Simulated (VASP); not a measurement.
# La (P6_3/mmc) in VASP: a series of runs

La is run at these levels: PBEsol; tasks: single point.

All numbers are computed with VASP 6.6.1; they aren't measurements. Logs are shortened: lines on timing, memory, paths and dates and some standing lists are left out, and cuts for length are marked.

### 1 The cell of the first run

It takes space group P6_3/mmc (No. 194, hexagonal). The conventional cell has a = 3.033 Å, b = 3.033 Å, c = 5.200 Å, α = 90.00°, β = 90.00°, γ = 120.00°. La (site symmetry -6m2) has 12 La at 3.03 to 3.13 Å within 4.0 Å.

### 2 Single point, PBEsol

Contents of INCAR:

```
  ALGO = Normal
  EDIFF = 1E-6
  ENCUT = 520
  GGA = PS
  ISIF = 2
  ISMEAR = -1
  LASPH = True
  LCHARG = False
  LREAL = False
  LWAVE = False
  NBANDS = 18
  NELM = 100
  PREC = Accurate
  SIGMA = 0.05
```

Contents of KPOINTS:

```
k-points
0
Gamma
  8 8 5
```

Contents of POSCAR:

```
La
1.0
    3.0329099753      0.0000000000      0.0000000000
   -1.5164549876      2.6265770860      0.0000000000
    0.0000000000      0.0000000000      5.2002035364
La
2
Direct
    0.6666666667      0.3333333333      0.7500000000
    0.3333333333      0.6666666667      0.2500000000
```

Potentials or basis: VASP PAW PBE potentials, release 64 (La).

Run with:

```
> cat potpaw_PBE.64/La/POTCAR > POTCAR
> mpirun -np 1 vasp_std > vasp.out
```

OUTCAR:

```text
EDIFF = 1E-6
   ENCUT = 520
   GGA = PS
   ISIF = 2
   ISMEAR = -1
   LASPH = True
   LREAL = False
   NELM = 100
   PREC = Accurate

 ion  position               nearest neighbor table
   1  0.667  0.333  0.750-   2 3.13   2 3.13   2 3.13   2 3.13   2 3.13   2 3.13
   2  0.333  0.667  0.250-   1 3.13   1 3.13   1 3.13   1 3.13   1 3.13   1 3.13

  LATTYP: Found a hexagonal cell.
 ALAT       =     3.0329099753
 C/A-ratio  =     1.7145921174

  Lattice vectors:

 A1 = (   3.0329099753,   0.0000000000,   0.0000000000)
 A2 = (  -1.5164549876,   2.6265770860,   0.0000000000)
 A3 = (   0.0000000000,   0.0000000000,   5.2002035364)

Analysis of symmetry for initial positions (statically):
=====================================================================
 Subroutine PRICEL returns:
 Original cell was already a primitive cell.

 Routine SETGRP: Setting up the symmetry group for a
 hexagonal supercell.

 Subroutine GETGRP returns: Found 24 space group operations
 (whereof 12 operations were pure point group operations)
 out of a pool of 24 trial point group operations.

The static configuration has the point symmetry D_3d.
 The point group associated with its full space group is D_6h.

Analysis of symmetry for dynamics (positions and initial velocities):
=====================================================================
 Subroutine PRICEL returns:
 Original cell was already a primitive cell.

 Routine SETGRP: Setting up the symmetry group for a
 hexagonal supercell.

 Subroutine GETGRP returns: Found 24 space group operations
 (whereof 12 operations were pure point group operations)
 out of a pool of 24 trial point group operations.

The dynamic configuration has the point symmetry D_3d.
 The point group associated with its full space group is D_6h.

 Subroutine INISYM returns: Found 24 space group operations
 (whereof 12 operations are pure point group operations),
 and found     1 'primitive' translations

----------------------------------------------------------------------------------------

                                     Primitive cell

  volume of cell :      41.4257

  direct lattice vectors                    reciprocal lattice vectors
     3.032909975  0.000000000  0.000000000     0.329716348  0.190361822  0.000000000
    -1.516454988  2.626577086  0.000000000     0.000000000  0.380723644  0.000000000
     0.000000000  0.000000000  5.200203536     0.000000000  0.000000000  0.192300165

  length of vectors
     3.032909975  3.032909975  5.200203536     0.380723644  0.380723644  0.192300165

  position of ions in fractional coordinates (direct lattice)
     0.666666667  0.333333333  0.750000000
     0.333333333  0.666666667  0.250000000

  ion indices of the primitive-cell ions
   primitive index   ion index
                 1           1
                 2           2

----------------------------------------------------------------------------------------

 KPOINTS: k-points

Automatic generation of k-mesh.
 Grid dimensions read from file:
 generate k-points for:    8    8    5

 Generating k-lattice:

  Cartesian coordinates                     Fractional coordinates (reciprocal lattice)
     0.041214543  0.023795228  0.000000000     0.125000000  0.000000000  0.000000000
     0.000000000  0.047590456  0.000000000     0.000000000  0.125000000  0.000000000
     0.000000000  0.000000000  0.038460033     0.000000000  0.000000000  0.200000000

  Length of vectors
     0.047590456  0.047590456  0.038460033

  Shift w.r.t. Gamma in fractional coordinates (k-lattice)
     0.000000000  0.000000000  0.000000000

 Subroutine IBZKPT returns following result:
 ===========================================

 Found     30 irreducible k-points:

 Following reciprocal coordinates:
            Coordinates               Weight
  0.000000  0.000000  0.000000      1.000000
  0.125000  0.000000  0.000000      6.000000
  0.250000  0.000000  0.000000      6.000000
  0.375000 -0.000000  0.000000      6.000000
  0.500000  0.000000  0.000000      3.000000
  0.125000  0.125000  0.000000      6.000000
[... 16 lines left out ...]
  0.250000  0.000000  0.400000     12.000000
  0.375000 -0.000000  0.400000     12.000000
 [... further k-points ...]
   k-points           NKPTS =     30   k-points in BZ     NKDIM =     30   number of bands    NBANDS=     18
   number of dos      NEDOS =    301   number of ions     NIONS =      2
   total plane-waves  NPLWV =  23040
   dimension x,y,z NGX =    24 NGY =   24 NGZ =   40
   dimension x,y,z NGXF=    48 NGYF=   48 NGZF=   80
   ions per type =               2
   NGX,Y,Z   is equivalent  to a cutoff of  13.16, 13.16, 12.79 a.u.
   NGXF,Y,Z  is equivalent  to a cutoff of  26.31, 26.31, 25.58 a.u.
 SYSTEM =  unknown system
   PREC   = accura    normal or accurate (medium, high low for compatibility)
   ISTART =      0    job   : 0-new  1-cont  2-samecut
   ICHARG =      2    charge: 1-file 2-atom 10-const
   ISPIN  =      1    spin polarized calculation?
   LNONCOLLINEAR =      F non collinear calculations
   LSORBIT =      F    spin-orbit coupling
   LASPH  =      T    aspherical Exc in radial PAW
   ENCUT  =  520.0 eV  38.22 Ry    6.18 a.u.   5.64  5.64  9.67*2*pi/ulx,y,z
   NELM   =    100;   NELMIN=  2; NELMDL= -5     # of ELM steps
   EDIFF  = 0.1E-05   stopping-criterion for ELM
   LREAL  =      F    real-space projection
   EDIFFG = 0.1E-04   stopping-criterion for IOM
   NSW    =      0    number of steps for IOM
   IBRION =     -1    ionic relax: 0-MD 1-quasi-New 2-CG
   NFREE  =      0    steps in history (QN), initial steepest desc. (CG)
   ISIF   =      2    stress and relaxation
   ISYM   =      2    0-nonsym 1-usesym 2-fastsym
   POTIM  = 0.5000    time-step for ionic-motion
   TEBEG  =    0.0;   TEEND  =   0.0 temperature during run
   PSTRESS=    0.0 pullay stress
   NELECT =      22.0000    total number of electrons
   NUPDOWN=      -1.0000    fix difference up-down
   EMIN   =  10.00;   EMAX   =-10.00  energy-range for DOS
   EFERMI =   0.00;   METHOD = LEGACY
   ISMEAR =    -1;   SIGMA  =   0.05  broadening in eV -4-tet -1-fermi 0-gaus
   EFERMI_NEDOS =   21; number of points for ismear=-14 and -15
   IALGO  =     38    algorithm
   IMIX   =      4    mixing-type and parameters
     AMIX     =   0.40;   BMIX     =  1.00
     AMIX_MAG =   1.60;   BMIX_MAG =  1.00
  volume/ion in A,a.u.               =      20.71       139.78
  Fermi-wavevector in a.u.,A,eV,Ry     =   1.325742  2.505289 23.913493  1.757592
  Thomas-Fermi vector in A             =   2.455180
   LORBIT       =      0    0 simple, 1 ext, 2 COOP (PROOUT), +10 PAW based schemes
   GGA     = PS    functional components
   LHFCALC =     F    Hartree Fock is set to
   AEXX    =    0.0000 exact exchange contribution
   IVDW    =     0    specifies the selected vdW correction
   LEPSILON=     F    determine dielectric tensor
   LRPA    =     F    only Hartree local field effects (RPA)
 non-spin polarized calculation
  energy-cutoff  :      520.00
  volume of cell :       41.43
 maximum number of plane-waves:      1135
 NGX is ok and might be reduce to    24
   NGX = 11   NGY = 11   NGZ = 19

 number of electron      22.0000000 magnetization

 Free energy of the ion-electron system (eV)
  ---------------------------------------------------
  ext. energy  EPLUGINS =         0.00000000
  ---------------------------------------------------
  free energy    TOTEN  =        -8.91242005 eV

  energy without entropy =       -8.89666410  energy(sigma->0) =       -8.90454208

 E-fermi :  15.1020     XC(G=0): -12.3403

 val. band max:       15.0561113682   @ k =   0.2500   0.2500   0.0000
 cond. band min:      15.1222165500   @ k =   0.1250   0.0000   0.2000
 fundamental gap:      0.0661051818
 Fermi energy:        15.1019535960

 k-point     1 :       0.0000    0.0000    0.0000
  band No.  band energies     occupation
      1     -18.3504      2.00000
      2     -17.0794      2.00000
      3      -4.1693      2.00000
      4       1.2189      2.00000
      5       1.2189      2.00000
      6       1.3800      2.00000
[... 10 lines left out ...]
     17      17.4864      0.00000
     18      17.5447      0.00000

 k-point     2 :       0.1250    0.0000    0.0000
  band No.  band energies     occupation
      1     -18.1743      2.00000
      2     -16.9585      2.00000
      3      -3.9379      2.00000
      4       0.2203      2.00000
      5       0.9286      2.00000
      6       0.9479      2.00000
[... 10 lines left out ...]
     17      17.3979      0.00000
     18      17.7930      0.00000

 k-point     3 :       0.2500    0.0000    0.0000
  band No.  band energies     occupation
      1     -17.6986      2.00000
      2     -16.6634      2.00000
      3      -3.2828      2.00000
      4      -1.7448      2.00000
      5      -0.9004      2.00000
      6       0.3457      2.00000
[... 10 lines left out ...]
     17      18.1541      0.00000
     18      18.2001      0.00000

 k-point     4 :       0.3750   -0.0000    0.0000
  band No.  band energies     occupation
      1     -17.1045      2.00000
      2     -16.3939      2.00000
      3      -3.3747      2.00000
      4      -2.5251      2.00000
      5      -2.3584      2.00000
      6      -0.1449      2.00000
[... 375 lines left out ...]
      4      -0.9477      2.00000
      5       0.5606      2.00000
      6       0.8792      2.00000
[... 10 lines left out ...]
     17      17.6556      0.00000
     18      17.7935      0.00000

 k-point    23 :       0.2500    0.0000    0.4000
  band No.  band energies     occupation
      1     -17.3725      2.00000
      2     -17.0548      2.00000
      3      -2.5225      2.00000
      4      -1.8470      2.00000
      5      -0.7550      2.00000
      6       0.1363      2.00000
[... 10 lines left out ...]
     17      17.8564      0.00000
     18      17.9225      0.00000

 k-point    24 :       0.3750   -0.0000    0.4000
  band No.  band energies     occupation
      1     -16.8702      2.00000
      2     -16.6509      2.00000
      3      -3.5898      2.00000
      4      -3.2835      2.00000
      5      -0.7256      2.00000
      6       0.1360      2.00000
[... 10 lines left out ...]
     17      18.0231      0.00000
     18      18.2066      0.00000

 [... further k-points ...]

------------------------ aborting loop because EDIFF is reached ----------------------------------------

  FORCE on cell =-STRESS in cart. coord.  units (eV):
  Direction    XX          YY          ZZ          XY          YZ          ZX
  --------------------------------------------------------------------------------------
  -------------------------------------------------------------------------------------
  Total        7.8673174      7.8673174      7.8527777      0.0000000     -0.0000000      0.0000000
  in kB      304.2756812    304.2756812    303.7133424      0.0000000     -0.0000000      0.0000000
  external PRESSURE =     304.0882349 kB  Pullay stress =       0.0000000 kB

 VOLUME and BASIS-vectors are now :
 -----------------------------------------------------------------------------
  energy-cutoff  :      520.00
  volume of cell :       41.43
      direct lattice vectors                 reciprocal lattice vectors
     3.032909975  0.000000000  0.000000000     0.329716348  0.190361822  0.000000000
    -1.516454988  2.626577086  0.000000000     0.000000000  0.380723644  0.000000000
     0.000000000  0.000000000  5.200203536     0.000000000  0.000000000  0.192300165

 POSITION                                       TOTAL-FORCE (eV/Angst)
 -----------------------------------------------------------------------------------
      1.51645      0.87553      3.90015         0.000000     -0.000000      0.000000
     -0.00000      1.75105      1.30005        -0.000000      0.000000      0.000000
 -----------------------------------------------------------------------------------
    total drift:                               -0.000000      0.000000     -0.000000

  FREE ENERGIE OF THE ION-ELECTRON SYSTEM (eV)
  ---------------------------------------------------
  free  energy   TOTEN  =        -8.9124200498 eV

  energy  without entropy=       -8.8966641006  energy(sigma->0) =       -8.90454208
```

Run time: 13 s. Hardware: 1 thread of Intel Xeon 6975P-C (Granite Rapids), shared host; peak memory 0.17 GiB.

Results:

* Free energy: -8.9124 eV
* Pressure: 30.4 GPa
* Band gap on the k mesh: zero (bands 11 and 12 overlap by 2.52 eV)

Caveat: the cell stands under pressure; the PAW data sets were made with another functional, which shifts forces and pressure a little; spin-orbit coupling is left out, which moves the levels of the heavy elements.

### 3 Single point, PBEsol

This run uses another cell than the first one, of 22.73 Å³/atom.

Contents of INCAR:

```
ALGO     = Normal         # electronic algorithm
EDIFF    = 1E-6           # SCF threshold, eV
ENCUT    = 520            # plane-wave cutoff, eV
GGA      = PS             # functional
ISIF     = 2              # what is computed and relaxed
ISMEAR   = -1             # smearing method
LASPH    = True           # aspherical terms in the spheres
LCHARG   = True           # write CHGCAR
LELF     = True           # ELF
LREAL    = False          # projectors in reciprocal space
LVHAR    = True         
LWAVE    = False          # write WAVECAR
NBANDS   = 18             # bands
NELM     = 80             # most SCF steps
PREC     = Accurate       # precision mode
SIGMA    = 0.05           # smearing width, eV
```

KPOINTS is that of step 2.

Contents of POSCAR:

```
La
1.0
    3.1227199490      0.0000000000      0.0000000000
   -1.5613599745      2.7043548047      0.0000000000
    0.0000000000      0.0000000000      5.3826320491
La
2
Direct
    0.6666666667      0.3333333333      0.7500000000
    0.3333333333      0.6666666667      0.2500000000
```

Potentials or basis: VASP PAW PBE potentials, release 64 (La).

Run with:

```
> cat potpaw_PBE.64/La/POTCAR > POTCAR
> mpirun -np 1 vasp_std > vasp.out
```

Wall time 13 s (1 thread of Intel Xeon 6975P-C (Granite Rapids), shared host); peak memory 0.18 GiB.

It converged, with:

| Property | Result |
| --- | --- |
| Free energy | -9.5394 eV |
| Pressure | 20.3 GPa |
| Band gap on the k mesh | zero (bands 11 and 12 overlap by 2.22 eV) |

Levels at points of the mesh, in eV from the Fermi level:
```csv
k point,band 7,band 8,band 9,band 10,band 11,band 12,band 13,band 14,band 15,band 16
"(0.00, 0.00, 0.00)",-13.69,-13.69,-1.98,-1.78,0.51,1.66,1.66,1.76,1.84,1.95
"(0.50, 0.00, 0.00)",-15.15,-14.49,-3.16,-2.37,-1.42,1.59,1.72,1.93,1.95,2.56
```

Caveat: the cell stands under pressure; the PAW data sets were made with another functional, which shifts forces and pressure a little; spin-orbit coupling is left out, which moves the levels of the heavy elements.

### 4 Single point, PBEsol

This run uses another cell than the first one, of 26.05 Å³/atom.

Contents of INCAR:

```
SYSTEM = La
  PREC = Accurate
  ENCUT = 520
  EDIFF = 1E-6
  ISMEAR = -1
  SIGMA = 0.05
  LREAL = .False.
  LASPH = .True.
  NELM = 60
  ALGO = Normal
  ISIF = 2
  LWAVE = .False.
  LCHARG = .False.
  GGA = PS
  NBANDS = 18
```

Contents of KPOINTS:

```
regular mesh
0
Gamma
  8 8 5
  0 0 0
```

Contents of POSCAR:

```
La
1.0
    3.2892843083      0.0000000000      0.0000000000
   -1.6446421541      2.8486037712      0.0000000000
    0.0000000000      0.0000000000      5.5593678776
La
2
Direct
    0.6666666667      0.3333333333      0.7500000000
    0.3333333333      0.6666666667      0.2500000000
```

Run with:

```
> cat potpaw_PBE.64/La/POTCAR > POTCAR
> mpirun -np 1 vasp_std > vasp.out
```

Wall time 13 s (1 thread of Intel Xeon 6975P-C (Granite Rapids), shared host); peak memory 0.18 GiB.

The run converged. Its results:

```
Free energy            : -10.1486 eV
Pressure               : 10.2 GPa
Band gap on the k mesh : zero (bands 11 and 12 overlap by 1.72 eV)
```

Levels at points of the mesh, in eV from the Fermi level:
```
           k point  band 9  band 10  band 11  band 12  band 13  band 14
(0.00, 0.00, 0.00)   -2.49    -2.05     0.79     1.56     1.56     1.79
(0.50, 0.00, 0.00)   -2.66    -1.98    -1.34     1.56     1.67     1.76
```

Caveat: the cell stands under pressure; the PAW data sets were made with another functional, which shifts forces and pressure a little; spin-orbit coupling is left out, which moves the levels of the heavy elements.

### 5 The runs side by side

```csv
cell,gap on the mesh (eV),pressure (GPa)
"a = 3.033, b = 3.033, c = 5.200 Å, angles 90.0, 90.0, 120.0°, 2 atoms",none,30.4
"a = 3.123, b = 3.123, c = 5.383 Å, angles 90.0, 90.0, 120.0°, 2 atoms",none,20.3
"a = 3.289, b = 3.289, c = 5.559 Å, angles 90.0, 90.0, 120.0°, 2 atoms",none,10.2
```

Alike in all rows: task single point; level PBEsol; potentials or basis VASP PAW PBE potentials, release 64 (La); no spin polarisation; k mesh 8 × 8 × 5; cutoff (eV) 520; smearing fermi-dirac 0.05 eV.

Caveats: the cell stands under pressure; the PAW data sets were made with another functional, which shifts forces and pressure a little; spin-orbit coupling is left out, which moves the levels of the heavy elements.

Absolute energies hang on the potentials; compare differences alone.

The gap in the log of VASP goes by the Fermi energy; the results here count the filled bands.